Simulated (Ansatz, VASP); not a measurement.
**One calculation of BAs, two programs**

File POSCAR:

```
BAs
1.0
    0.0000000000      2.3724693156      2.3724693156
    2.3724693156      0.0000000000      2.3724693156
    2.3724693156      2.3724693156      0.0000000000
As B
1 1
Direct
    0.7500000000      0.7500000000      0.7500000000
    0.0000000000      0.0000000000      0.0000000000
```

File INCAR.step1:

```
ALGO     = Normal         # electronic algorithm
EDIFF    = 1E-5           # SCF threshold, eV
ENCUT    = 520            # plane-wave cutoff, eV
GGA      = PE             # functional
ISIF     = 2              # what is computed and relaxed
ISMEAR   = -1             # smearing method
LASPH    = True           # aspherical terms in the spheres
LCHARG   = False          # write CHGCAR
LREAL    = False          # projectors in reciprocal space
LWAVE    = True           # write WAVECAR
NBANDS   = 11             # bands
NELM     = 60             # most SCF steps
PREC     = Accurate       # precision mode
SIGMA    = 0.05           # smearing width, eV
```

Contents of INCAR.step2:

```
AEXX     = 0.1            # exact-exchange fraction
ALGO     = Normal         # electronic algorithm
EDIFF    = 1E-7           # SCF threshold, eV
ENCUT    = 520            # plane-wave cutoff, eV
ISIF     = 2              # what is computed and relaxed
ISMEAR   = -1             # smearing method
ISTART   = 1            
LASPH    = True           # aspherical terms in the spheres
LCHARG   = False          # write CHGCAR
LHFCALC  = True           # exact exchange
LMIXTAU  = True         
LREAL    = False          # projectors in reciprocal space
LWAVE    = False          # write WAVECAR
METAGGA  = R2SCAN         # meta-GGA
NBANDS   = 11             # bands
NELM     = 60             # most SCF steps
PREC     = Accurate       # precision mode
PRECFOCK = Normal       
SIGMA    = 0.05           # smearing width, eV
```

File KPOINTS:

```
k-points
0
Gamma
  5 5 5
```

The input input.yaml:

```yaml
crystal:
  lattice:
    - [0.0, 2.3724693156, 2.3724693156]
    - [2.3724693156, 0.0, 2.3724693156]
    - [2.3724693156, 2.3724693156, 0.0]
  atoms:
    - { symbol: As, position: [0.75, 0.75, 0.75] }
    - { symbol: B, position: [0.0, 0.0, 0.0] }
hamiltonian:
  xc: r2scanh
  pseudopotentials: { kind: paw }
kpoints:
  mp_grid: { grid: [5, 5, 5] }
scf:
  occupations: { method: fermi_dirac, width: 0.05 }
output:
  forces: true
  stress: true
  eigenvalues: true
  write_density: true
  write_potential: true
  elf: true
  volumetric_format: npy
```

Alike in both runs: task single point; functional r2SCANh; k mesh 5 × 5 × 5; occupations fermi-dirac, width 0.05 eV; no spin polarisation.

|  | VASP | Ansatz |
| --- | --- | --- |
| version | VASP 6.6.1 | Ansatz 0.2.0 |
| potentials or method | VASP PAW PBE potentials, release 64 (As, B) | Ansatz PAW |
| plane-wave cutoff (eV) | 520 | 500 |
| valence electrons in the cell | 8 | 18 |

```csv
,VASP,Ansatz,Ansatz less VASP
gap on the k mesh at the Fermi level (eV),1.86,1.84,-0.020
least direct gap on the mesh (eV),4.04,4.02,-0.020
pressure (GPa),2.9,2.9,-0.04
```

VASP's potentials were made for PBE, not for r2SCANh. The functional is the same, so the differences come from potentials, cutoffs and numerics. VASP's potentials hold 8 valence electrons a cell and Ansatz's 18, so a difference there can come from the potentials and not from the codes.

The k mesh is coarse, so the values compare programs but aren't converged. Noted on Ansatz's run: odd divisions of the mesh miss points on the zone boundary, where band edges often lie, so the gap on the mesh can be too wide.
